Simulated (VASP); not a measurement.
Write the native input for VASP 6.6.1 that does the following.

```
Task                   : single point
Functional             : PBE
Potentials or basis    : VASP PAW PBE potentials, release 64 (Li_sv, O)
Cutoff                 : 750 eV
k mesh                 : 8 × 8 × 8
Occupations            : gaussian, width 0.05 eV
Spin                   : no spin polarisation
Dipole correction      : no
Further INCAR settings : ALGO = Normal; EDIFF = 1e-06; NBANDS = 13
```

The structure of Li2O lies in POSCAR:

```
Li2O
1.0
    0.0000000000      2.2402150000      2.2402150000
    2.2402150000      0.0000000000      2.2402150000
    2.2402150000      2.2402150000      0.0000000000
Li O
2 1
Direct
    0.2500000000      0.2500000000      0.2500000000
    0.7500000000      0.7500000000      0.7500000000
    0.0000000000      0.0000000000      0.0000000000
```

This cell differs from its parent crystal: strain -0.030 along x and y, -0.030 along z.

One way to write it, as run:

INCAR

```
SYSTEM = Li2O
ALGO = Normal ; EDIFF = 1E-6
ENCUT = 750 ; GGA = PE
GGA_COMPAT = .False. ; ISIF = 2
ISMEAR = 0 ; LASPH = .True.
LCHARG = .False. ; LREAL = .False.
LWAVE = .False. ; NBANDS = 13
NELM = 120 ; PREC = Accurate
SIGMA = 0.05
```

KPOINTS

```
k-points
0
Gamma
  8 8 8
  0 0 0
```

Potentials or basis: VASP PAW PBE potentials, release 64 (Li_sv, O).

Run with:

```sh
$ cat potpaw_PBE.64/Li_sv/POTCAR potpaw_PBE.64/O/POTCAR > POTCAR
$ mpirun -np 1 vasp_std > vasp.out
```

It gave:

```
Pressure               : 9.0 GPa
Band gap on the k mesh : 5.15 eV, indirect (least direct gap 5.97 eV)
```

Caveat: the cell differs from its parent crystal (strain -0.030 along x and y, -0.030 along z).

It took 10 s on 1 thread of Intel(R) Xeon(R) Platinum 8375C CPU @ 2.90GHz (Ice Lake) (shared host), peak memory 0.15 GiB.
